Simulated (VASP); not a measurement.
# YW3 (P6_3/mmc) in VASP: notebook

YW3 is run at these levels: r2SCAN; tasks: single point.

All numbers are computed with VASP 6.6.1; they aren't measurements. Logs are shortened: lines on timing, memory, paths and dates and some standing lists are left out, and cuts for length are marked.

## 1. The cell of the first run

It takes space group P6_3/mmc (No. 194, hexagonal). The conventional cell has a = 6.630 Å, b = 6.630 Å, c = 4.367 Å, α = 90.00°, β = 90.00°, γ = 120.00°. Within 4.5 Å of Y (site symmetry -6m2) lie 12 W at 3.16 to 3.34 Å and 8 Y at 4.37 to 4.41 Å. Within 3.5 Å of W (site symmetry mm2) lie 6 W at 2.67 Å and 4 Y at 3.16 to 3.34 Å.

## 2. Single point, r2SCAN

The input, POSCAR:

```
YW3
1.0
    6.6298194487      0.0000000000      0.0000000000
   -3.3149097244      5.7415920651      0.0000000000
    0.0000000000      0.0000000000      4.3670789068
Y W
2 6
Direct
    0.3333333333      0.6666666667      0.2500000000
    0.6666666667      0.3333333333      0.7500000000
    0.8658908617      0.7317817233      0.2500000000
    0.1341091383      0.8658908617      0.7500000000
    0.2682182767      0.1341091383      0.2500000000
    0.1341091383      0.2682182767      0.7500000000
    0.8658908617      0.1341091383      0.2500000000
    0.7317817233      0.8658908617      0.7500000000
```

The input, INCAR.step1:

```
  PREC = Accurate
  ENCUT = 520
  ISMEAR = 0
  SIGMA = 0.1
  LREAL = F
  LASPH = T
  NELM = 60
  NBANDS = 63
  GGA = PE
  ALGO = Normal
  EDIFF = 1E-4
  LWAVE = T
  LCHARG = F
```

The input, INCAR.step2:

```
  PREC = Accurate
  ENCUT = 520
  EDIFF = 1E-6
  ISMEAR = 0
  SIGMA = 0.1
  LREAL = F
  LASPH = T
  NELM = 60
  ALGO = Normal
  ISIF = 2
  LWAVE = F
  LCHARG = F
  METAGGA = R2SCAN
  LMIXTAU = T
  NBANDS = 63
  ISTART = 1
```

The input, KPOINTS:

```
Automatic mesh
0
Gamma
  3 3 4
```

Potentials or basis: VASP PAW PBE potentials, release 64 (Y_sv, W_sv).

Started as:

```console
> cat potpaw_PBE.64/Y_sv/POTCAR potpaw_PBE.64/W_sv/POTCAR > POTCAR
> cp INCAR.step1 INCAR
> mpirun -np 1 vasp_std > vasp.out
> cp INCAR.step2 INCAR
> mpirun -np 1 vasp_std > vasp.out
```

OUTCAR:

```text
PREC = Accurate
   ENCUT = 520
   EDIFF = 1E-6
   ISMEAR = 0
   LREAL = F
   LASPH = T
   NELM = 60
   ISIF = 2
   METAGGA = R2SCAN
   ISTART = 1

 ion  position               nearest neighbor table
   1  0.333  0.667  0.250-   8 3.16   8 3.16   6 3.16   6 3.16   4 3.16   4 3.16   3 3.34   5 3.34
                             7 3.34   7 3.34   3 3.34   5 3.34
   2  0.667  0.333  0.750-   5 3.16   5 3.16   3 3.16   3 3.16   7 3.16   7 3.16   6 3.34   8 3.34
                             4 3.34   4 3.34   6 3.34   8 3.34
   3  0.866  0.732  0.250-   5 2.67   7 2.67   4 2.67   4 2.67   8 2.67   8 2.67   2 3.16   2 3.16
                             1 3.34   1 3.34
   4  0.134  0.866  0.750-   8 2.67   6 2.67   3 2.67   3 2.67   5 2.67   5 2.67   1 3.16   1 3.16
                             2 3.34   2 3.34
   5  0.268  0.134  0.250-   3 2.67   7 2.67   4 2.67   4 2.67   6 2.67   6 2.67   2 3.16   2 3.16
                             1 3.34   1 3.34
   6  0.134  0.268  0.750-   8 2.67   4 2.67   7 2.67   7 2.67   5 2.67   5 2.67   1 3.16   1 3.16
                             2 3.34   2 3.34
   7  0.866  0.134  0.250-   5 2.67   3 2.67   6 2.67   6 2.67   8 2.67   8 2.67   2 3.16   2 3.16
                             1 3.34   1 3.34
   8  0.732  0.866  0.750-   6 2.67   4 2.67   7 2.67   7 2.67   3 2.67   3 2.67   1 3.16   1 3.16
                             2 3.34   2 3.34

  LATTYP: Found a hexagonal cell.
 ALAT       =     6.6298194487
 C/A-ratio  =     0.6587025394

  Lattice vectors:

 A1 = (   6.6298194487,   0.0000000000,   0.0000000000)
 A2 = (  -3.3149097244,   5.7415920651,   0.0000000000)
 A3 = (   0.0000000000,   0.0000000000,   4.3670789068)

Analysis of symmetry for initial positions (statically):
=====================================================================
 Subroutine PRICEL returns:
 Original cell was already a primitive cell.

 Routine SETGRP: Setting up the symmetry group for a
 hexagonal supercell.

 Subroutine GETGRP returns: Found 24 space group operations
 (whereof 12 operations were pure point group operations)
 out of a pool of 24 trial point group operations.

The static configuration has the point symmetry D_3d.
 The point group associated with its full space group is D_6h.

Analysis of symmetry for dynamics (positions and initial velocities):
=====================================================================
 Subroutine PRICEL returns:
 Original cell was already a primitive cell.

 Routine SETGRP: Setting up the symmetry group for a
 hexagonal supercell.

 Subroutine GETGRP returns: Found 24 space group operations
 (whereof 12 operations were pure point group operations)
 out of a pool of 24 trial point group operations.

[... 107 lines left out ...]
   PSTRESS=    0.0 pullay stress
   NELECT =     106.0000    total number of electrons
   NUPDOWN=      -1.0000    fix difference up-down
   EMIN   =  10.00;   EMAX   =-10.00  energy-range for DOS
   EFERMI =   0.00;   METHOD = LEGACY
   ISMEAR =     0;   SIGMA  =   0.10  broadening in eV -4-tet -1-fermi 0-gaus
   EFERMI_NEDOS =   21; number of points for ismear=-14 and -15
   IALGO  =     38    algorithm
   IMIX   =      4    mixing-type and parameters
     AMIX     =   0.40;   BMIX     =  1.00
     AMIX_MAG =   1.60;   BMIX_MAG =  1.00
  volume/ion in A,a.u.               =      20.78       140.23
  Fermi-wavevector in a.u.,A,eV,Ry     =   1.409078  2.662772 27.014386  1.985501
  Thomas-Fermi vector in A             =   2.531171
   LORBIT       =      0    0 simple, 1 ext, 2 COOP (PROOUT), +10 PAW based schemes
   METAGGA = R2SCAN    functional components
   LHFCALC =     F    Hartree Fock is set to
   AEXX    =    0.0000 exact exchange contribution
   IVDW    =     0    specifies the selected vdW correction
   LEPSILON=     F    determine dielectric tensor
   LRPA    =     F    only Hartree local field effects (RPA)
 non-spin polarized calculation
 Gauss-broadening in eV      SIGMA  =   0.10
  energy-cutoff  :      520.00
  volume of cell :      166.24
 maximum number of plane-waves:      4504
 NGX is ok and might be reduce to    50
   NGX = 25   NGY = 25   NGZ = 17

 number of electron     106.0000014 magnetization

 Free energy of the ion-electron system (eV)
  ---------------------------------------------------
  ext. energy  EPLUGINS =         0.00000000
  ---------------------------------------------------
  free energy    TOTEN  =      -343.06841585 eV

  energy without entropy =     -343.02240237  energy(sigma->0) =     -343.04540911

 E-fermi :   7.0237     XC(G=0): -12.7375

 val. band max:        6.9915880316   @ k =   0.3333   0.0000   0.0000
 cond. band min:       7.0792910273   @ k =   0.3333   0.0000   0.0000
 fundamental gap:      0.0877029958
 Fermi energy:         7.0236854544

 k-point     1 :       0.0000    0.0000    0.0000
  band No.  band energies     occupation
      1     -68.3870      2.00000
      2     -68.2716      2.00000
      3     -68.2716      2.00000
      4     -68.2046      2.00000
      5     -68.1810      2.00000
      6     -68.1810      2.00000
[... 583 lines left out ...]
     62       9.3055      0.00000
     63       9.3477      0.00000

------------------------ aborting loop because EDIFF is reached ----------------------------------------

  FORCE on cell =-STRESS in cart. coord.  units (eV):
  Direction    XX          YY          ZZ          XY          YZ          ZX
  --------------------------------------------------------------------------------------
  -------------------------------------------------------------------------------------
  Total        0.7767566      0.7767566      0.9254056     -0.0000000      0.0000000      0.0000000
  in kB        7.4863559      7.4863559      8.9190301     -0.0000000      0.0000000      0.0000000
  external PRESSURE =       7.9639139 kB  Pullay stress =       0.0000000 kB

 VOLUME and BASIS-vectors are now :
 -----------------------------------------------------------------------------
  energy-cutoff  :      520.00
  volume of cell :      166.24
      direct lattice vectors                 reciprocal lattice vectors
     6.629819449  0.000000000  0.000000000     0.150833670  0.087083860  0.000000000
    -3.314909724  5.741592065  0.000000000     0.000000000  0.174167720  0.000000000
     0.000000000  0.000000000  4.367078907     0.000000000  0.000000000  0.228986016

 POSITION                                       TOTAL-FORCE (eV/Angst)
 -----------------------------------------------------------------------------------
     -0.00000      3.82773      1.09177         0.000000     -0.000000      0.000000
      3.31491      1.91386      3.27531         0.000000      0.000000      0.000000
      3.31491      4.20159      1.09177         0.000000     -0.122152     -0.000000
     -1.98123      4.97159      3.27531         0.105787     -0.061076      0.000000
      1.33368      0.77000      1.09177         0.105787      0.061076      0.000000
     -0.00000      1.54000      3.27531        -0.000000      0.122152      0.000000
      5.29614      0.77000      1.09177        -0.105787      0.061076      0.000000
      1.98123      4.97159      3.27531        -0.105787     -0.061076     -0.000000
 -----------------------------------------------------------------------------------
    total drift:                               -0.000001      0.000001     -0.000000

  FREE ENERGIE OF THE ION-ELECTRON SYSTEM (eV)
  ---------------------------------------------------
  free  energy   TOTEN  =      -343.0684158511 eV

  energy  without entropy=     -343.0224023681  energy(sigma->0) =     -343.04540911
```

It took 8.7 min on 1 thread of Oxide Virtual Turin-like, shared host; peak memory 0.31 GiB.

What came out:

```yaml
Free_energy: -343.0684 eV
Pressure: 0.8 GPa
Largest_force: 0.122 eV/Å
Band_gap_on_the_k_mesh: zero (bands 53 and 54 overlap by 1.23 eV)
```

Forces in eV/Å, atoms in the order of the input:
```
Y    0.000  0.000  0.000
Y    0.000  0.000  0.000
W    0.000 -0.122  0.000
W    0.106 -0.061  0.000
W    0.106  0.061  0.000
W    0.000  0.122  0.000
W   -0.106  0.061  0.000
W   -0.106 -0.061  0.000
```

Levels at points of the mesh, in eV from the Fermi level:
| k point | band 50 | band 51 | band 52 | band 53 | band 54 | band 55 | band 56 | band 57 |
| --- | --- | --- | --- | --- | --- | --- | --- | --- |
| (0.00, 0.00, 0.00) | -0.36 | -0.36 | 0.54 | 0.54 | 1.29 | 1.29 | 1.37 | 1.37 |
| (0.00, 0.00, 0.50) | -0.91 | 0.67 | 0.67 | 0.73 | 0.73 | 1.20 | 1.20 | 1.20 |

Caveat: the k points lie up to 0.36 Å⁻¹ apart, too coarse for converged energies and pressures of a metal; the PAW data sets were made with another functional, which shifts forces and pressure a little; spin-orbit coupling is left out, which moves the levels of the heavy elements.

## 3. Single point, r2SCAN

This run uses another cell than the first one, of 18.96 Å³/atom.

The input, POSCAR:

```
YW3
1.0
    6.0200761476      0.0000000000      0.0000000000
   -3.0100380738      5.2135388766      0.0000000000
    0.0000000000      0.0000000000      4.8320399600
Y W
2 6
Direct
    0.3333333333      0.6666666667      0.2500000000
    0.6666666667      0.3333333333      0.7500000000
    0.8330000000      0.6660000000      0.2500000000
    0.1670000000      0.8330000000      0.7500000000
    0.3340000000      0.1670000000      0.2500000000
    0.1670000000      0.3340000000      0.7500000000
    0.8330000000      0.1670000000      0.2500000000
    0.6660000000      0.8330000000      0.7500000000
```

The input, INCAR.step1:

```
SYSTEM = YW3
  PREC = Accurate
  ENCUT = 520
  ISMEAR = 0
  SIGMA = 0.1
  LREAL = .FALSE.
  LASPH = .TRUE.
  NELM = 100
  NBANDS = 63
  GGA = PE
  ALGO = Normal
  EDIFF = 1E-4
  LWAVE = .TRUE.
  LCHARG = .FALSE.
```

The input, INCAR.step2:

```
SYSTEM = YW3
  PREC = Accurate
  ENCUT = 520
  EDIFF = 1E-6
  ISMEAR = 0
  SIGMA = 0.1
  LREAL = .FALSE.
  LASPH = .TRUE.
  NELM = 100
  ALGO = Normal
  ISIF = 2
  LWAVE = .FALSE.
  LCHARG = .FALSE.
  METAGGA = R2SCAN
  LMIXTAU = .TRUE.
  NBANDS = 63
  ISTART = 1
```

The input, KPOINTS:

```
regular mesh
0
G
  6 6 4
  0 0 0
```

Potentials or basis: VASP PAW PBE potentials, release 64 (Y_sv, W_sv).

Started as:

```console
> cat potpaw_PBE.64/Y_sv/POTCAR potpaw_PBE.64/W_sv/POTCAR > POTCAR
> cp INCAR.step1 INCAR
> mpirun -np 1 vasp_std > vasp.out
> cp INCAR.step2 INCAR
> mpirun -np 1 vasp_std > vasp.out
```

Run time: 18 min. Hardware: 1 thread of Oxide Virtual Turin-like, shared host; peak memory 0.37 GiB.

It converged, with:

```yaml
Free_energy: -339.8060 eV
Pressure: -4.8 GPa
Largest_force: 1.653 eV/Å
Band_gap_on_the_k_mesh: zero (bands 53 and 54 overlap by 1.63 eV)
```

Forces in eV/Å, atoms in the order of the input:
```
Y    0.000  0.000  0.000
Y    0.000  0.000  0.000
W    0.000  1.653  0.000
W   -1.432  0.827  0.000
W   -1.432 -0.827  0.000
W    0.000 -1.653  0.000
W    1.432 -0.827  0.000
W    1.432  0.827  0.000
```

Stress tensor (GPa, compression positive):
```
-8.00  0.00  0.00
 0.00 -8.00  0.00
 0.00  0.00  1.57
```

Levels at points of the mesh, in eV from the Fermi level:
| k point | band 51 | band 52 | band 53 | band 54 | band 55 | band 56 |
| --- | --- | --- | --- | --- | --- | --- |
| (0.00, 0.00, 0.00) | -0.24 | 0.18 | 0.45 | 0.77 | 0.77 | 0.81 |
| (0.50, 0.00, 0.00) | -0.44 | -0.27 | -0.17 | 0.08 | 0.42 | 0.50 |
| (0.00, 0.00, 0.50) | 0.05 | 0.05 | 1.00 | 1.00 | 1.33 | 1.33 |
| (0.50, 0.00, 0.50) | -1.01 | -1.01 | -0.31 | -0.31 | -0.05 | -0.05 |

Caveat: the cell stands under tension; the PAW data sets were made with another functional, which shifts forces and pressure a little; spin-orbit coupling is left out, which moves the levels of the heavy elements.
